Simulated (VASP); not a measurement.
Li3ZrN2: single point with PBE

Crystal: Li3ZrN2.

```
CELL_PARAMETERS angstrom
5.54182 0.00000 0.00000
-2.77091 4.79936 0.00000
0.00000 0.00000 2.47833
ATOMIC_POSITIONS crystal
Li 0.50000 0.00000 0.00000
Li 0.00000 0.50000 0.00000
Li 0.50000 0.50000 0.00000
Zr 0.00000 0.00000 0.00000
N 0.33333 0.66667 0.49995
N 0.66667 0.33333 0.50005
```

```yaml
Program: VASP 6.6.1
Task: single point
Functional: PBE
Potentials_or_basis: VASP PAW PBE potentials, release 64 (Li_sv, Zr_sv, N)
Cutoff: 750 eV
k_mesh: 3 × 3 × 3
Occupations: gaussian, width 0.15 eV
Spin: no spin polarisation
Dipole_correction: no
Further_INCAR_settings: ALGO = Normal; EDIFF = 1e-06; NBANDS = 24
```

| Quantity | Value |
| --- | --- |
| Pressure | 0.1 GPa |

Levels at points of the mesh, in eV from the Fermi level:
```csv
k point,band 14,band 15,band 16,band 17,band 18,band 19
"(0.00, 0.00, 0.00)",-2.30,-0.71,1.28,1.28,1.34,1.70
```

Run time: 47 s on 1 thread of Intel Xeon 8259CL (shared host), peak memory 0.24 GiB.

Caveat: the k points lie up to 0.85 Å⁻¹ apart.
